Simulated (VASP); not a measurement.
# PbSe (Pm-3m) in VASP: notebook

PbSe is run at these levels: r2SCAN, revPBE; tasks: single point, relaxation of cell and atoms.

Program: VASP 6.6.1. These are calculated values, not measurements. Logs are shortened: lines on timing, memory, paths and dates and some standing lists are left out, and cuts for length are marked.

## (1) The cell of the first run

Symmetry: Pm-3m, No. 221, cubic system. Conventional cell: a = 3.784 Å, b = 3.784 Å, c = 3.784 Å, α = 90.00°, β = 90.00°, γ = 90.00°. Pb (site symmetry m-3m) has 8 Se at 3.28 Å and 6 Pb at 3.78 Å within 4.3 Å. Se (site symmetry m-3m) has 8 Pb at 3.28 Å and 6 Se at 3.78 Å within 4.3 Å.

## (2) Single point, r2SCAN

File POSCAR:

```
PbSe
1.0
    3.7843220000      0.0000000000      0.0000000000
    0.0000000000      3.7843220000      0.0000000000
    0.0000000000      0.0000000000      3.7843220000
Pb Se
1 1
Direct
    0.0000000000      0.0000000000      0.0000000000
    0.5000000000      0.5000000000      0.5000000000
```

File INCAR.step1:

```
PREC = Accurate
ENCUT = 520
ISMEAR = -1
SIGMA = 0.05
LREAL = F
LASPH = T
NELM = 60
NBANDS = 17
GGA = PE
ALGO = Normal
EDIFF = 1E-4
LWAVE = T
LCHARG = F
```

File INCAR.step2:

```
PREC = Accurate
ENCUT = 520
EDIFF = 1E-6
ISMEAR = -1
SIGMA = 0.05
LREAL = F
LASPH = T
NELM = 60
ALGO = Normal
ISIF = 2
LWAVE = F
LCHARG = T
METAGGA = R2SCAN
LMIXTAU = T
LELF = T
LVHAR = T
NBANDS = 17
ISTART = 1
```

File KPOINTS:

```
regular mesh
0
Gamma
  7 7 7
```

Potentials or basis: VASP PAW PBE potentials, release 64 (Pb_d, Se).

Run with:

```console
> cat potpaw_PBE.64/Pb_d/POTCAR potpaw_PBE.64/Se/POTCAR > POTCAR
> cp INCAR.step1 INCAR
> mpirun -np 1 vasp_std > vasp.out
> cp INCAR.step2 INCAR
> mpirun -np 1 vasp_std > vasp.out
```

OUTCAR:

```text
PREC = Accurate
   ENCUT = 520
   EDIFF = 1E-6
   ISMEAR = -1
   LREAL = F
   LASPH = T
   NELM = 60
   ISIF = 2
   METAGGA = R2SCAN
   ISTART = 1

 ion  position               nearest neighbor table
   1  0.000  0.000  0.000-   2 3.28   2 3.28   2 3.28   2 3.28   2 3.28   2 3.28   2 3.28   2 3.28

   2  0.500  0.500  0.500-   1 3.28   1 3.28   1 3.28   1 3.28   1 3.28   1 3.28   1 3.28   1 3.28

  LATTYP: Found a simple cubic cell.
 ALAT       =     3.7843220000

  Lattice vectors:

 A1 = (   3.7843220000,   0.0000000000,   0.0000000000)
 A2 = (   0.0000000000,   3.7843220000,   0.0000000000)
 A3 = (   0.0000000000,   0.0000000000,   3.7843220000)

Analysis of symmetry for initial positions (statically):
=====================================================================
 Subroutine PRICEL returns:
 Original cell was already a primitive cell.

 Routine SETGRP: Setting up the symmetry group for a
 simple cubic supercell.

 Subroutine GETGRP returns: Found 48 space group operations
 (whereof 48 operations were pure point group operations)
 out of a pool of 48 trial point group operations.

The static configuration has the point symmetry O_h .

Analysis of symmetry for dynamics (positions and initial velocities):
=====================================================================
 Subroutine PRICEL returns:
 Original cell was already a primitive cell.

 Routine SETGRP: Setting up the symmetry group for a
 simple cubic supercell.

 Subroutine GETGRP returns: Found 48 space group operations
 (whereof 48 operations were pure point group operations)
 out of a pool of 48 trial point group operations.

The dynamic configuration has the point symmetry O_h .

 Subroutine INISYM returns: Found 48 space group operations
 (whereof 48 operations are pure point group operations),
 and found     1 'primitive' translations

----------------------------------------------------------------------------------------

                                     Primitive cell

  volume of cell :      54.1956

  direct lattice vectors                    reciprocal lattice vectors
     3.784322000  0.000000000  0.000000000     0.264248127  0.000000000  0.000000000
     0.000000000  3.784322000  0.000000000     0.000000000  0.264248127  0.000000000
     0.000000000  0.000000000  3.784322000     0.000000000  0.000000000  0.264248127

  length of vectors
     3.784322000  3.784322000  3.784322000     0.264248127  0.264248127  0.264248127

  position of ions in fractional coordinates (direct lattice)
     0.000000000  0.000000000  0.000000000
     0.500000000  0.500000000  0.500000000

  ion indices of the primitive-cell ions
   primitive index   ion index
                 1           1
                 2           2

----------------------------------------------------------------------------------------

 KPOINTS: regular mesh

Automatic generation of k-mesh.
 Grid dimensions read from file:
 generate k-points for:    7    7    7

 Generating k-lattice:

  Cartesian coordinates                     Fractional coordinates (reciprocal lattice)
     0.037749732  0.000000000  0.000000000     0.142857143  0.000000000  0.000000000
     0.000000000  0.037749732  0.000000000     0.000000000  0.142857143  0.000000000
     0.000000000  0.000000000  0.037749732     0.000000000  0.000000000  0.142857143

  Length of vectors
     0.037749732  0.037749732  0.037749732

  Shift w.r.t. Gamma in fractional coordinates (k-lattice)
     0.000000000  0.000000000  0.000000000

 Subroutine IBZKPT returns following result:
 ===========================================

 Found     20 irreducible k-points:

 Following reciprocal coordinates:
            Coordinates               Weight
  0.000000  0.000000  0.000000      1.000000
  0.142857  0.000000  0.000000      6.000000
  0.285714  0.000000  0.000000      6.000000
  0.428571  0.000000  0.000000      6.000000
  0.142857  0.142857  0.000000     12.000000
  0.285714  0.142857  0.000000     24.000000
[... 12 lines left out ...]
  0.428571  0.428571  0.285714     24.000000
  0.428571  0.428571  0.428571      8.000000
   k-points           NKPTS =     20   k-points in BZ     NKDIM =     20   number of bands    NBANDS=     17
   number of dos      NEDOS =    301   number of ions     NIONS =      2
   total plane-waves  NPLWV =  21952
   dimension x,y,z NGX =    28 NGY =   28 NGZ =   28
   dimension x,y,z NGXF=    56 NGYF=   56 NGZF=   56
   ions per type =               1   1
   NGX,Y,Z   is equivalent  to a cutoff of  12.30, 12.30, 12.30 a.u.
   NGXF,Y,Z  is equivalent  to a cutoff of  24.60, 24.60, 24.60 a.u.
 SYSTEM =  unknown system
   PREC   = accura    normal or accurate (medium, high low for compatibility)
   ISTART =      1    job   : 0-new  1-cont  2-samecut
   ICHARG =      0    charge: 1-file 2-atom 10-const
   ISPIN  =      1    spin polarized calculation?
   LNONCOLLINEAR =      F non collinear calculations
   LSORBIT =      F    spin-orbit coupling
   LASPH  =      T    aspherical Exc in radial PAW
   ENCUT  =  520.0 eV  38.22 Ry    6.18 a.u.   7.04  7.04  7.04*2*pi/ulx,y,z
   NELM   =     60;   NELMIN=  2; NELMDL=  0     # of ELM steps
   EDIFF  = 0.1E-05   stopping-criterion for ELM
   LREAL  =      F    real-space projection
   EDIFFG = 0.1E-04   stopping-criterion for IOM
   NSW    =      0    number of steps for IOM
   IBRION =     -1    ionic relax: 0-MD 1-quasi-New 2-CG
   NFREE  =      0    steps in history (QN), initial steepest desc. (CG)
   ISIF   =      2    stress and relaxation
   ISYM   =      2    0-nonsym 1-usesym 2-fastsym
   POTIM  = 0.5000    time-step for ionic-motion
   TEBEG  =    0.0;   TEEND  =   0.0 temperature during run
   PSTRESS=    0.0 pullay stress
   NELECT =      20.0000    total number of electrons
   NUPDOWN=      -1.0000    fix difference up-down
   EMIN   =  10.00;   EMAX   =-10.00  energy-range for DOS
   EFERMI =   0.00;   METHOD = LEGACY
   ISMEAR =    -1;   SIGMA  =   0.05  broadening in eV -4-tet -1-fermi 0-gaus
   EFERMI_NEDOS =   21; number of points for ismear=-14 and -15
   IALGO  =     38    algorithm
   IMIX   =      4    mixing-type and parameters
     AMIX     =   0.40;   BMIX     =  1.00
     AMIX_MAG =   1.60;   BMIX_MAG =  1.00
  volume/ion in A,a.u.               =      27.10       182.87
  Fermi-wavevector in a.u.,A,eV,Ry     =   1.174258  2.219025 18.760817  1.378881
  Thomas-Fermi vector in A             =   2.310658
   LORBIT       =      0    0 simple, 1 ext, 2 COOP (PROOUT), +10 PAW based schemes
   METAGGA = R2SCAN    functional components
   LHFCALC =     F    Hartree Fock is set to
   AEXX    =    0.0000 exact exchange contribution
   IVDW    =     0    specifies the selected vdW correction
   LEPSILON=     F    determine dielectric tensor
   LRPA    =     F    only Hartree local field effects (RPA)
 non-spin polarized calculation
  energy-cutoff  :      520.00
  volume of cell :       54.20
 maximum number of plane-waves:      1474
   NGX = 15   NGY = 15   NGZ = 15

 number of electron      20.0000009 magnetization

 Free energy of the ion-electron system (eV)
  ---------------------------------------------------
  ext. energy  EPLUGINS =         0.00000000
  ---------------------------------------------------
  free energy    TOTEN  =       -71.40875401 eV

  energy without entropy =      -71.40049652  energy(sigma->0) =      -71.40462526

 E-fermi :   5.1884     XC(G=0): -10.4528

 val. band max:        5.1348074848   @ k =   0.1429   0.1429   0.1429
 cond. band min:       5.2173040007   @ k =   0.4286   0.4286   0.4286
 fundamental gap:      0.0824965159
 Fermi energy:         5.1884374097

 k-point     1 :       0.0000    0.0000    0.0000
  band No.  band energies     occupation
      1     -12.4642      2.00000
      2     -12.4642      2.00000
      3     -12.3119      2.00000
      4     -12.3119      2.00000
      5     -12.3119      2.00000
      6      -8.4911      2.00000
[... 9 lines left out ...]
     16      17.3551      0.00000
     17      18.5586      0.00000

 k-point     2 :       0.1429    0.0000    0.0000
  band No.  band energies     occupation
      1     -12.4630      2.00000
      2     -12.4427      2.00000
      3     -12.3200      2.00000
      4     -12.3200      2.00000
      5     -12.3112      2.00000
      6      -8.3371      2.00000
[... 9 lines left out ...]
     16      17.9211      0.00000
     17      18.0637      0.00000

 k-point     3 :       0.2857    0.0000    0.0000
  band No.  band energies     occupation
      1     -12.4603      2.00000
      2     -12.3944      2.00000
      3     -12.3380      2.00000
      4     -12.3380      2.00000
      5     -12.3095      2.00000
      6      -7.9247      2.00000
[... 9 lines left out ...]
     16      15.9074      0.00000
     17      18.2806      0.00000

 k-point     4 :       0.4286    0.0000    0.0000
  band No.  band energies     occupation
      1     -12.4581      2.00000
      2     -12.3559      2.00000
      3     -12.3523      2.00000
      4     -12.3523      2.00000
      5     -12.3082      2.00000
      6      -7.4789      2.00000
[... 9 lines left out ...]
     16      18.0055      0.00000
     17      18.7543      0.00000
[... 263 lines left out ...]
      1     -12.3977      2.00000
      2     -12.3810      2.00000
      3     -12.3622      2.00000
      4     -12.3488      2.00000
      5     -12.3087      2.00000
      6      -6.7991      2.00000
[... 9 lines left out ...]
     16      16.6776      0.00000
     17      19.9365      0.00000

 k-point    19 :       0.4286    0.4286    0.2857
  band No.  band energies     occupation
      1     -12.4127      2.00000
      2     -12.3798      2.00000
      3     -12.3783      2.00000
      4     -12.3280      2.00000
      5     -12.2861      2.00000
      6      -6.6311      2.00000
[... 9 lines left out ...]
     16      17.9366      0.00000
     17      20.4114      0.00000

 k-point    20 :       0.4286    0.4286    0.4286
  band No.  band energies     occupation
      1     -12.4019      2.00000
      2     -12.3972      2.00000
      3     -12.3972      2.00000
      4     -12.2853      2.00000
      5     -12.2853      2.00000
      6      -6.5240      2.00000
[... 9 lines left out ...]
     16      19.1491      0.00000
     17      22.6582      0.00000

------------------------ aborting loop because EDIFF is reached ----------------------------------------

  FORCE on cell =-STRESS in cart. coord.  units (eV):
  Direction    XX          YY          ZZ          XY          YZ          ZX
  --------------------------------------------------------------------------------------
  -------------------------------------------------------------------------------------
  Total       -0.2412441     -0.2412441     -0.2412441     -0.0000000     -0.0000000      0.0000000
  in kB       -7.1318643     -7.1318643     -7.1318643     -0.0000000     -0.0000000      0.0000000
  external PRESSURE =      -7.1318643 kB  Pullay stress =       0.0000000 kB

 VOLUME and BASIS-vectors are now :
 -----------------------------------------------------------------------------
  energy-cutoff  :      520.00
  volume of cell :       54.20
      direct lattice vectors                 reciprocal lattice vectors
     3.784322000  0.000000000  0.000000000     0.264248127  0.000000000  0.000000000
     0.000000000  3.784322000  0.000000000     0.000000000  0.264248127  0.000000000
     0.000000000  0.000000000  3.784322000     0.000000000  0.000000000  0.264248127

 POSITION                                       TOTAL-FORCE (eV/Angst)
 -----------------------------------------------------------------------------------
      0.00000      0.00000      0.00000         0.000000      0.000000      0.000000
      1.89216      1.89216      1.89216         0.000000      0.000000      0.000000
 -----------------------------------------------------------------------------------
    total drift:                               -0.000000      0.000000     -0.000000

  FREE ENERGIE OF THE ION-ELECTRON SYSTEM (eV)
  ---------------------------------------------------
  free  energy   TOTEN  =       -71.4087540120 eV

  energy  without entropy=      -71.4004965158  energy(sigma->0) =      -71.40462526
```

It took 39 s on 1 thread of Intel Xeon 6975P-C (Granite Rapids), shared host; peak memory 0.17 GiB.

What came out:

```yaml
Free_energy: -71.4088 eV
Pressure: -0.7 GPa
Band_gap_on_the_k_mesh: 0.08 eV, indirect (least direct gap 1.33 eV)
```

Caveat: the PAW data sets were made with another functional, which shifts forces and pressure a little; spin-orbit coupling is left out, which moves the levels of the heavy elements.

## (3) Relaxation of cell and atoms, revPBE

File INCAR:

```
SYSTEM = PbSe
PREC = Accurate ; ENCUT = 600
EDIFF = 1E-7 ; ISMEAR = -1
SIGMA = 0.05 ; LREAL = .False.
LASPH = .True. ; NELM = 60
ALGO = Normal ; ISIF = 3
LWAVE = .False. ; LCHARG = .False.
GGA = RE ; IBRION = 2
NSW = 60 ; EDIFFG = -0.01
```

File KPOINTS:

```
Automatic mesh
0
Gamma
  7 7 7
  0 0 0
```

POSCAR is that of step 2.

Potentials or basis: VASP PAW PBE potentials, release 64 (Pb_d, Se).

Run with:

```console
> cat potpaw_PBE.64/Pb_d/POTCAR potpaw_PBE.64/Se/POTCAR > POTCAR
> mpirun -np 1 vasp_std > vasp.out
```

Run time: 22 s. Hardware: 1 thread of Intel Xeon 6975P-C (Granite Rapids), shared host; peak memory 0.17 GiB.

It converged, with:

```
Free energy                            : -7.0968 eV
Relaxed volume                         : 27.81 Å³/atom
Relaxed cell                           : a = 3.817 Å, b = 3.817 Å, c = 3.817 Å, α = 90.00°, β = 90.00°, γ = 90.00°
Space group after relaxing (to 0.05 Å) : Pm-3m (No. 221)
Energy gained by relaxing              : 2.6 meV/atom
Ionic steps                            : 3
Pressure after relaxing                : 0.0 GPa
Band gap on the k mesh                 : zero (band 10 reaches 5.12 eV, above the bottom of band 11 at 5.09 eV)
```

The path:
```tsv
step	energy change (eV)	largest force (eV/Å)	pressure (GPa)	volume (Å³)
1	0.0000	0.0000	1.19	54.20
2	-0.0051	0.0000	-0.13	55.78
3	-0.0052	0.0000	0.01	55.62
```

Final structure:
```
Pb Se
1.0
     3.81719    0.00000    0.00000
     0.00000    3.81719    0.00000
     0.00000    0.00000    3.81719
Pb Se
1 1
Direct
  0.00000 0.00000 0.00000
  0.50000 0.50000 0.50000
```

Levels at points of the mesh, in eV from the Fermi level:
| k point | band 8 | band 9 | band 10 | band 11 | band 12 | band 13 |
| --- | --- | --- | --- | --- | --- | --- |
| (0.00, 0.00, 0.00) | -1.40 | -1.40 | -1.40 | 5.20 | 5.20 | 5.93 |

Caveat: the PAW data sets were made with another functional, which shifts forces and pressure a little; spin-orbit coupling is left out, which moves the levels of the heavy elements.
